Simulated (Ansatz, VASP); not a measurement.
**One calculation of CsMn3, two programs**

Contents of INCAR:

```
PREC     = Accurate       # precision mode
ENCUT    = 520            # plane-wave cutoff, eV
EDIFF    = 1E-7           # SCF threshold, eV
ISMEAR   = 0              # smearing method
SIGMA    = 0.1            # smearing width, eV
LREAL    = False          # projectors in reciprocal space
LASPH    = True           # aspherical terms in the spheres
NELM     = 150            # most SCF steps
ALGO     = Fast           # electronic algorithm
ISIF     = 2              # what is computed and relaxed
LWAVE    = False          # write WAVECAR
LCHARG   = False          # write CHGCAR
ISPIN    = 2              # spin polarisation
MAGMOM   = 0 4 4 4        # initial moments
LORBIT   = 11             # projections on sites
LMAXMIX  = 4              # l up to which the mixer works
GGA      = PE             # functional
NBANDS   = 36             # bands
```

File KPOINTS:

```
Automatic mesh
0
Gamma
  4 4 4
```

File POSCAR:

```
CsMn3
1.0
    4.3553684842      0.0000000000      0.0000000000
    0.0000000000      4.3553684842      0.0000000000
    0.0000000000      0.0000000000      4.3553684842
Cs Mn
1 3
Direct
    0.0000000000      0.0000000000      0.0000000000
    0.0000000000      0.5000000000      0.5000000000
    0.5000000000      0.0000000000      0.5000000000
    0.5000000000      0.5000000000      0.0000000000
```

Input for Ansatz:

```yaml
crystal:
  lattice:
    - [4.3553684842, 0.0, 0.0]
    - [0.0, 4.3553684842, 0.0]
    - [0.0, 0.0, 4.3553684842]
  atoms:
    - { symbol: Cs, position: [0.0, 0.0, 0.0] }
    - { symbol: Mn, position: [0.0, 0.5, 0.5], spin: 4.0 }
    - { symbol: Mn, position: [0.5, 0.0, 0.5], spin: 4.0 }
    - { symbol: Mn, position: [0.5, 0.5, 0.0], spin: 4.0 }
basis:
  ecutwfc: 420
kpoints:
  mp_grid: { grid: [4, 4, 4] }
hamiltonian:
  xc: pbe
scf:
  occupations: { method: gaussian, width: 0.1 }
  lower_state_search: "off"
output:
  forces: true
  stress: true
  eigenvalues: true
  populations: true
magnetization:
  spin_polarized: true
```

Alike in both runs: task single point; functional PBE; k mesh 4 × 4 × 4; occupations gaussian, width 0.1 eV; collinear spin.

```csv
,VASP,Ansatz
version,VASP 6.6.1,Ansatz 0.2.0
potentials or method,"VASP PAW PBE potentials, release 64 (Cs_sv, Mn_pv), cutoff 520 eV","scalar-relativistic, plane waves, PAW"
valence electrons in the cell,48,54
```

VASP gave:

* gap on the k mesh at the Fermi level (eV): none
* pressure (GPa): 0.4
* net moment per atom (μB): 2.75
* size of the moment on the site where the two differ most (μB): 3.56

**Question.** Estimate Ansatz's values.

**Answer.** gap on the k mesh at the Fermi level (eV): none; pressure (GPa): -0.2; net moment per atom (μB): 2.76; size of the moment on the site where the two differ most (μB): 3.65.

Site moments also hang on the region over which each program counts them. A gap of «none» marks a metal or a gap that the smearing closes. With one functional, cell and mesh, what is left measures potentials, basis and numerics. VASP's potentials hold 48 valence electrons a cell and Ansatz's 54, so a difference there can come from the potentials and not from the codes.

The k mesh is coarse, so the values compare programs but aren't converged. Neither program's run includes spin-orbit coupling.
